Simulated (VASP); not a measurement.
# In (Fd-3m) in VASP: a series of runs

Runs on In. Level: PBEsol. Tasks: relaxation of cell and atoms.

Program: VASP 6.6.1. These are calculated values, not measurements. Logs are shortened: lines on timing, memory, paths and dates and some standing lists are left out, and cuts for length are marked.

**1. The cell of the first run**

It takes space group Fd-3m (No. 227, cubic). Conventional cell: a = 4.518 Å, b = 4.518 Å, c = 4.518 Å, α = 90.00°, β = 90.00°, γ = 90.00°. Within 2.6 Å of In (site symmetry -43m) lie 4 In at 1.96 Å.

This isn't the form of In at room conditions, which is tetragonal.

**2. Relaxation of cell and atoms, PBEsol, target pressure 320 GPa, at which the enthalpy is minimised**

Input file INCAR:

```
PREC = Accurate
ENCUT = 600
EDIFF = 1E-6
ISMEAR = -1
SIGMA = 0.05
LREAL = False
LASPH = True
NELM = 100
ALGO = Normal
ISIF = 3
LWAVE = False
LCHARG = False
GGA = PS
IBRION = 2
NSW = 60
EDIFFG = -0.005
PSTRESS = 3200.0
```

Input file KPOINTS:

```
regular mesh
0
Gamma
  14 14 14
```

Input file POSCAR:

```
In
1.0
    0.0000000000      2.2588206522      2.2588206522
    2.2588206522      0.0000000000      2.2588206522
    2.2588206522      2.2588206522      0.0000000000
In
2
Direct
   -0.1250000000     -0.1250000000     -0.1250000000
    0.1250000000      0.1250000000      0.1250000000
```

Potentials or basis: VASP PAW PBE potentials, release 64 (In_d).

The run is started by

```
cat potpaw_PBE.64/In_d/POTCAR > POTCAR
mpirun -np 1 vasp_std > vasp.out
```

OUTCAR:

```text
PREC = Accurate
   ENCUT = 600
   EDIFF = 1E-6
   ISMEAR = -1
   LREAL = False
   LASPH = True
   NELM = 100
   ISIF = 3
   GGA = PS
   IBRION = 2
   NSW = 60
   EDIFFG = -0.005
   PSTRESS = 3200.0

 ion  position               nearest neighbor table
   1  0.875  0.875  0.875-   2 1.96   2 1.96   2 1.96   2 1.96   2 3.75   2 3.75   2 3.75   2 3.75
                             2 3.75   2 3.75   2 3.75   2 3.75   2 3.75   2 3.75   2 3.75   2 3.75
   2  0.125  0.125  0.125-   1 1.96   1 1.96   1 1.96   1 1.96   1 3.75   1 3.75   1 3.75   1 3.75
                             1 3.75   1 3.75   1 3.75   1 3.75   1 3.75   1 3.75   1 3.75   1 3.75

 -----------------------------------------------------------------------------
|                                                                             |
|           W    W    AA    RRRRR   N    N  II  N    N   GGGG   !!!           |
|           W    W   A  A   R    R  NN   N  II  NN   N  G    G  !!!           |
|           W    W  A    A  R    R  N N  N  II  N N  N  G       !!!           |
|           W WW W  AAAAAA  RRRRR   N  N N  II  N  N N  G  GGG   !            |
|           WW  WW  A    A  R   R   N   NN  II  N   NN  G    G                |
|           W    W  A    A  R    R  N    N  II  N    N   GGGG   !!!           |
|                                                                             |
|     The distance between some ions is very small. Please check the          |
|     nearest-neighbor list in the OUTCAR file.                               |
|     I HOPE YOU KNOW WHAT YOU ARE DOING!                                     |
|                                                                             |
 -----------------------------------------------------------------------------

  LATTYP: Found a face centered cubic cell.
 ALAT       =     4.5176413044

  Lattice vectors:

 A1 = (   0.0000000000,   2.2588206522,   2.2588206522)
 A2 = (   2.2588206522,   0.0000000000,   2.2588206522)
 A3 = (   2.2588206522,   2.2588206522,   0.0000000000)

Analysis of symmetry for initial positions (statically):
=====================================================================
 Subroutine PRICEL returns:
 Original cell was already a primitive cell.

 Routine SETGRP: Setting up the symmetry group for a
 face centered cubic supercell.

 Subroutine GETGRP returns: Found 48 space group operations
 (whereof 12 operations were pure point group operations)
 out of a pool of 48 trial point group operations.

The static configuration has the point symmetry D_3d.
 The point group associated with its full space group is O_h .

Analysis of symmetry for dynamics (positions and initial velocities):
=====================================================================
 Subroutine PRICEL returns:
 Original cell was already a primitive cell.

 Routine SETGRP: Setting up the symmetry group for a
 face centered cubic supercell.

 Subroutine GETGRP returns: Found 48 space group operations
 (whereof 12 operations were pure point group operations)
 out of a pool of 48 trial point group operations.

The dynamic configuration has the point symmetry D_3d.
 The point group associated with its full space group is O_h .

 Subroutine INISYM returns: Found 48 space group operations
 (whereof 12 operations are pure point group operations),
 and found     1 'primitive' translations

----------------------------------------------------------------------------------------

                                     Primitive cell

  volume of cell :      23.0502

  direct lattice vectors                    reciprocal lattice vectors
     0.000000000  2.258820652  2.258820652    -0.221354449  0.221354449  0.221354449
     2.258820652  0.000000000  2.258820652     0.221354449 -0.221354449  0.221354449
     2.258820652  2.258820652  0.000000000     0.221354449  0.221354449 -0.221354449

  length of vectors
     3.194454801  3.194454801  3.194454801     0.383397151  0.383397151  0.383397151

  position of ions in fractional coordinates (direct lattice)
     0.875000000  0.875000000  0.875000000
     0.125000000  0.125000000  0.125000000

  ion indices of the primitive-cell ions
   primitive index   ion index
                 1           1
                 2           2

----------------------------------------------------------------------------------------

 KPOINTS: regular mesh

Automatic generation of k-mesh.
 Grid dimensions read from file:
 generate k-points for:   14   14   14

 Generating k-lattice:

  Cartesian coordinates                     Fractional coordinates (reciprocal lattice)
    -0.015811032  0.015811032  0.015811032     0.071428571  0.000000000  0.000000000
     0.015811032 -0.015811032  0.015811032     0.000000000  0.071428571  0.000000000
     0.015811032  0.015811032 -0.015811032     0.000000000  0.000000000  0.071428571

  Length of vectors
     0.027385511  0.027385511  0.027385511

  Shift w.r.t. Gamma in fractional coordinates (k-lattice)
     0.000000000  0.000000000  0.000000000

 Subroutine IBZKPT returns following result:
 ===========================================

 Found    104 irreducible k-points:

 Following reciprocal coordinates:
            Coordinates               Weight
  0.000000  0.000000  0.000000      1.000000
  0.071429  0.000000  0.000000      8.000000
  0.142857  0.000000  0.000000      8.000000
  0.214286  0.000000  0.000000      8.000000
  0.285714  0.000000  0.000000      8.000000
  0.357143  0.000000  0.000000      8.000000
[... 16 lines left out ...]
  0.214286  0.142857  0.000000     24.000000
  0.285714  0.142857  0.000000     24.000000
 [... further k-points ...]
   k-points           NKPTS =    104   k-points in BZ     NKDIM =    104   number of bands    NBANDS=     17
   number of dos      NEDOS =    301   number of ions     NIONS =      2
   total plane-waves  NPLWV =  21952
   dimension x,y,z NGX =    28 NGY =   28 NGZ =   28
   dimension x,y,z NGXF=    56 NGYF=   56 NGZF=   56
   ions per type =               2
   NGX,Y,Z   is equivalent  to a cutoff of  14.57, 14.57, 14.57 a.u.
   NGXF,Y,Z  is equivalent  to a cutoff of  29.14, 29.14, 29.14 a.u.
 SYSTEM =  unknown system
   PREC   = accura    normal or accurate (medium, high low for compatibility)
   ISTART =      0    job   : 0-new  1-cont  2-samecut
   ICHARG =      2    charge: 1-file 2-atom 10-const
   ISPIN  =      1    spin polarized calculation?
   LNONCOLLINEAR =      F non collinear calculations
   LSORBIT =      F    spin-orbit coupling
   LASPH  =      T    aspherical Exc in radial PAW
   ENCUT  =  600.0 eV  44.10 Ry    6.64 a.u.   6.38  6.38  6.38*2*pi/ulx,y,z
   NELM   =    100;   NELMIN=  2; NELMDL= -5     # of ELM steps
   EDIFF  = 0.1E-05   stopping-criterion for ELM
   LREAL  =      F    real-space projection
   EDIFFG = -.5E-02   stopping-criterion for IOM
   NSW    =     60    number of steps for IOM
   IBRION =      2    ionic relax: 0-MD 1-quasi-New 2-CG
   NFREE  =      1    steps in history (QN), initial steepest desc. (CG)
   ISIF   =      3    stress and relaxation
   ISYM   =      2    0-nonsym 1-usesym 2-fastsym
   POTIM  = 0.5000    time-step for ionic-motion
   TEBEG  =    0.0;   TEEND  =   0.0 temperature during run
   PSTRESS= 3200.0 pullay stress
   NELECT =      26.0000    total number of electrons
   NUPDOWN=      -1.0000    fix difference up-down
   EMIN   =  10.00;   EMAX   =-10.00  energy-range for DOS
   EFERMI =   0.00;   METHOD = LEGACY
   ISMEAR =    -1;   SIGMA  =   0.05  broadening in eV -4-tet -1-fermi 0-gaus
   EFERMI_NEDOS =   21; number of points for ismear=-14 and -15
   IALGO  =     38    algorithm
   IMIX   =      4    mixing-type and parameters
     AMIX     =   0.40;   BMIX     =  1.00
     AMIX_MAG =   1.60;   BMIX_MAG =  1.00
  volume/ion in A,a.u.               =      11.53        77.78
  Fermi-wavevector in a.u.,A,eV,Ry     =   1.704149  3.220374 39.512997  2.904123
  Thomas-Fermi vector in A             =   2.783605
   LORBIT       =      0    0 simple, 1 ext, 2 COOP (PROOUT), +10 PAW based schemes
   GGA     = PS    functional components
   LHFCALC =     F    Hartree Fock is set to
   AEXX    =    0.0000 exact exchange contribution
   IVDW    =     0    specifies the selected vdW correction
   LEPSILON=     F    determine dielectric tensor
   LRPA    =     F    only Hartree local field effects (RPA)
 conjugate gradient relaxation of ions
 non-spin polarized calculation
  energy-cutoff  :      600.00
  volume of cell :       23.05
 maximum number of plane-waves:       785
 NGX is ok and might be reduce to    28
   NGX = 13   NGY = 13   NGZ = 13

--------------------------------------- Ionic step        1  -------------------------------------------

 number of electron      26.0000003 magnetization

 Free energy of the ion-electron system (eV)
  ---------------------------------------------------
  ext. energy  EPLUGINS =         0.00000000
  ---------------------------------------------------
  free energy    TOTEN  =        20.30004697 eV

  energy without entropy =       20.30447752  energy(sigma->0) =       20.30226225

------------------------ aborting loop because EDIFF is reached ----------------------------------------

  FORCE on cell =-STRESS in cart. coord.  units (eV):
  Direction    XX          YY          ZZ          XY          YZ          ZX
  --------------------------------------------------------------------------------------
  -------------------------------------------------------------------------------------
  Total       71.5941893     71.5941893     71.5941893      0.0000000      0.0000000     -0.0000000
  in kB     4976.3751548   4976.3751548   4976.3751548      0.0000000      0.0000000     -0.0000000
  external PRESSURE =    1776.3751548 kB  Pullay stress =    3200.0000000 kB
[... 25 lines left out ...]
--------------------------------------- Ionic step        2  -------------------------------------------

 number of electron      26.0000074 magnetization

 E-fermi :   1.9224     XC(G=0):  -7.4950

 val. band max:        1.9034826645   @ k =   0.3571   0.2857   0.0000
 cond. band min:       1.9267699567   @ k =  -0.2143   0.1429   0.0000
 fundamental gap:      0.0232872921
 Fermi energy:         1.9224257532

 k-point     1 :       0.0000    0.0000    0.0000
  band No.  band energies     occupation
      1     -12.5101      2.00000
      2     -12.5101      2.00000
      3     -12.5101      2.00000
      4     -12.4678      2.00000
      5     -12.4678      2.00000
      6     -12.2565      2.00000
[... 542 lines left out ...]
  energy  without entropy=        3.4229613596  energy(sigma->0) =        3.42038289

  enthalpy is  TOTEN    =        68.2353831199 eV   P V=       64.8175787082

[... ionic steps 4 to 14 ...]

--------------------------------------- Ionic step       15  -------------------------------------------

 number of electron      26.0000007 magnetization

------------------------ aborting loop because EDIFF is reached ----------------------------------------
[... 71 lines left out ...]
--------------------------------------- Ionic step       17  -------------------------------------------

 number of electron      26.0000007 magnetization

 Free energy of the ion-electron system (eV)
  ---------------------------------------------------
  ext. energy  EPLUGINS =         0.00000000
  ---------------------------------------------------
  free energy    TOTEN  =        11.93609550 eV

  energy without entropy =       11.94120537  energy(sigma->0) =       11.93865044

 E-fermi :  18.5836     XC(G=0): -13.8969

 val. band max:       18.5332027142   @ k =  -0.3571   0.2857   0.0714
 cond. band min:      18.5906629993   @ k =  -0.3571   0.1429   0.0000
 fundamental gap:      0.0574602851
 Fermi energy:        18.5836352631

 k-point     1 :       0.0000    0.0000    0.0000
  band No.  band energies     occupation
      1      -1.2860      2.00000
      2      -1.2860      2.00000
      3      -1.2204      2.00000
      4      -1.2204      2.00000
      5      -1.2204      2.00000
      6       1.9912      2.00000
[... 504 lines left out ...]
  energy  without entropy=       11.9412053708  energy(sigma->0) =       11.93865044

  enthalpy is  TOTEN    =        64.6415182284 eV   P V=       52.7054227270

 reached required accuracy - stopping structural energy minimisation
```

It took 10 min on 1 thread of Intel Xeon 8259CL, shared host; peak memory 0.2 GiB.

What came out:

* Free energy: 11.9361 eV
* Relaxed volume: 13.19 Å³/atom
* Relaxed cell: a = 3.342 Å, b = 3.342 Å, c = 3.342 Å, α = 60.00°, β = 60.00°, γ = 60.00°
* Space group after relaxing (to 0.1 Å): Fd-3m (No. 227)
* Energy change on relaxing (the run minimises the enthalpy): -4182.0 meV/atom
* Ionic steps: 17
* Pressure after relaxing: 320.0 GPa
* Band gap on the k mesh: zero (bands 13 and 14 overlap by 12.02 eV)

The path:
| step | energy change (eV) | largest force (eV/Å) | pressure (GPa) | volume (Å³) |
| --- | --- | --- | --- | --- |
| 1 | 0.0000 | 0.0000 | 497.64 | 23.05 |
| 2 | -24.8992 | 0.0000 | -5.11 | 97.36 |
| 3 | -16.8823 | 0.0000 | 153.54 | 32.45 |
| 4 | -9.2447 | 0.0000 | 302.13 | 26.84 |
| 5 | -8.4397 | 0.0000 | 318.46 | 26.43 |
| 6 | -8.2988 | 0.0000 | 321.38 | 26.36 |
| 7 | -8.3051 | 0.0000 | 321.20 | 26.36 |
| 8 | -8.3240 | 0.0000 | 320.83 | 26.37 |
| 9 | -8.3241 | 0.0000 | 320.83 | 26.37 |
| 10 | -8.3246 | 0.0000 | 320.82 | 26.37 |
| 11 | -8.3255 | 0.0000 | 320.81 | 26.37 |
| 12 | -8.3273 | 0.0000 | 320.79 | 26.37 |
| 13 | -8.3309 | 0.0000 | 320.66 | 26.37 |
| 14 | -8.3381 | 0.0000 | 320.52 | 26.38 |
| 15 | -8.3525 | 0.0000 | 320.24 | 26.38 |
| 16 | -8.3812 | 0.0000 | 319.64 | 26.40 |
| 17 | -8.3640 | 0.0000 | 320.02 | 26.39 |

Final structure:
```xyz
2
Lattice="0.0000 2.3630 2.3630 2.3630 0.0000 2.3630 2.3630 2.3630 0.0000" Properties=species:S:1:pos:R:3 pbc="T T T"
In    4.1352    4.1352    4.1352
In    0.5907    0.5907    0.5907
```

Levels at points of the mesh, in eV from the Fermi level:
| k point | band 10 | band 11 | band 12 | band 13 | band 14 | band 15 | band 16 | band 17 |
| --- | --- | --- | --- | --- | --- | --- | --- | --- |
| (0.00, 0.00, 0.00) | -15.28 | -15.28 | 7.66 | 7.66 | 7.66 | 7.74 | 7.74 | 7.74 |
| (0.50, 0.00, 0.00) | -15.41 | -9.34 | -9.22 | 3.08 | 3.08 | 5.90 | 8.38 | 8.38 |
| (0.50, 0.50, 0.00) | -15.17 | -7.35 | -7.35 | -2.28 | -2.28 | 4.38 | 4.38 | 18.69 |

Caveat: the cell is relaxed towards a set pressure, so the run minimises the enthalpy, not the energy; the PAW data sets were made with another functional, which shifts forces and pressure a little; spin-orbit coupling is left out, which moves the levels of the heavy elements.

**3. Relaxation of cell and atoms, PBEsol, target pressure 320 GPa, at which the enthalpy is minimised**

This run uses another cell than the first one, of 13.16 Å³/atom.

Input file INCAR:

```
PREC = Accurate ; ENCUT = 600
EDIFF = 1E-6 ; ISMEAR = -1
SIGMA = 0.05 ; LREAL = F
LASPH = T ; NELM = 80
ALGO = Normal ; ISIF = 3
LWAVE = F ; LCHARG = F
GGA = PS ; IBRION = 2
NSW = 32 ; EDIFFG = -0.005
PSTRESS = 3200.0
```

KPOINTS is that of step 2.

Input file POSCAR:

```
In
1.0
    0.0000000000      2.3612024380      2.3612024380
    2.3612024380      0.0000000000      2.3612024380
    2.3612024380      2.3612024380      0.0000000000
In
2
Direct
   -0.1250000000     -0.1250000000     -0.1250000000
    0.1250000000      0.1250000000      0.1250000000
```

Potentials or basis: VASP PAW PBE potentials, release 64 (In_d).

The run is started by

```
cat potpaw_PBE.64/In_d/POTCAR > POTCAR
mpirun -np 1 vasp_std > vasp.out
```

Wall time 2.9 min (1 thread of Intel Xeon 8259CL, shared host); peak memory 0.2 GiB.

It converged, with:

| Quantity | Value |
| --- | --- |
| Free energy | 11.9261 eV |
| Relaxed volume | 13.20 Å³/atom |
| Relaxed cell | a = 3.342 Å, b = 3.342 Å, c = 3.342 Å, α = 60.00°, β = 60.00°, γ = 60.00° |
| Space group after relaxing (to 0.1 Å) | Fd-3m (No. 227) |
| Energy change on relaxing (the run minimises the enthalpy) | -63.7 meV/atom |
| Ionic steps | 3 |
| Pressure after relaxing | 320.0 GPa |
| Band gap on the k mesh | zero (bands 13 and 14 overlap by 12.02 eV) |

Step by step:
| step | energy change (eV) | largest force (eV/Å) | pressure (GPa) | volume (Å³) |
| --- | --- | --- | --- | --- |
| 1 | 0.0000 | 0.0000 | 322.58 | 26.33 |
| 2 | -1.5624 | 0.0000 | 290.64 | 27.15 |
| 3 | -0.1275 | 0.0000 | 320.00 | 26.39 |

Final structure:
```xyz
2
Lattice="0.0000 2.3631 2.3631 2.3631 0.0000 2.3631 2.3631 2.3631 0.0000" Properties=species:S:1:pos:R:3 pbc="T T T"
In    4.1354    4.1354    4.1354
In    0.5908    0.5908    0.5908
```

Levels at points of the mesh, in eV from the Fermi level:
| k point | band 11 | band 12 | band 13 | band 14 | band 15 | band 16 |
| --- | --- | --- | --- | --- | --- | --- |
| (0.00, 0.00, 0.00) | -15.28 | 7.66 | 7.66 | 7.66 | 7.74 | 7.74 |
| (0.50, 0.00, 0.00) | -9.34 | -9.22 | 3.08 | 3.08 | 5.90 | 8.38 |
| (0.50, 0.50, 0.00) | -7.35 | -7.35 | -2.28 | -2.28 | 4.38 | 4.38 |

Caveat: the cell is relaxed towards a set pressure, so the run minimises the enthalpy, not the energy; the PAW data sets were made with another functional, which shifts forces and pressure a little; spin-orbit coupling is left out, which moves the levels of the heavy elements.
